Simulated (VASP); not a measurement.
Here is a VASP 6.6.1 calculation.

Contents of INCAR:

```
ALGO     = Normal         # electronic algorithm
EDIFF    = 1E-7           # SCF threshold, eV
ENCUT    = 520            # plane-wave cutoff, eV
GGA      = PE             # functional
ISIF     = 2              # what is computed and relaxed
ISMEAR   = -1             # smearing method
LASPH    = T              # aspherical terms in the spheres
LCHARG   = F              # write CHGCAR
LREAL    = F              # projectors in reciprocal space
LWAVE    = F              # write WAVECAR
NBANDS   = 16             # bands
NELM     = 100            # most SCF steps
PREC     = Accurate       # precision mode
SIGMA    = 0.02           # smearing width, eV
```

Contents of KPOINTS:

```
k-points
0
Gamma
  8 8 8
```

Contents of POSCAR:

```
AgCl
1.0
    0.0000000000      2.7731500000      2.6899555000
    2.7731500000      0.0000000000      2.6899555000
    2.7731500000      2.7731500000      0.0000000000
Ag Cl
1 1
Direct
    0.5000000000      0.5000000000      0.5000000000
    0.0000000000      0.0000000000      0.0000000000
```

Potentials or basis: VASP PAW PBE potentials, release 64 (Ag, Cl).

Run with:

```console
$ cat potpaw_PBE.64/Ag/POTCAR potpaw_PBE.64/Cl/POTCAR > POTCAR
$ mpirun -np 1 vasp_std > vasp.out
```

Q: What does it give for the pressure?

A: 3.2 GPa.

Q: What does it give for the band gap on the k mesh?

A: 0.81 eV (least direct gap 3.28 eV).

Stress tensor (GPa, compression positive):
```
2.86 0.00 0.00
0.00 2.86 0.00
0.00 0.00 3.92
```

Caveat: the cell differs from its parent crystal (zz strain of -3 %); the cell stands under pressure. A k mesh can miss the band edges.
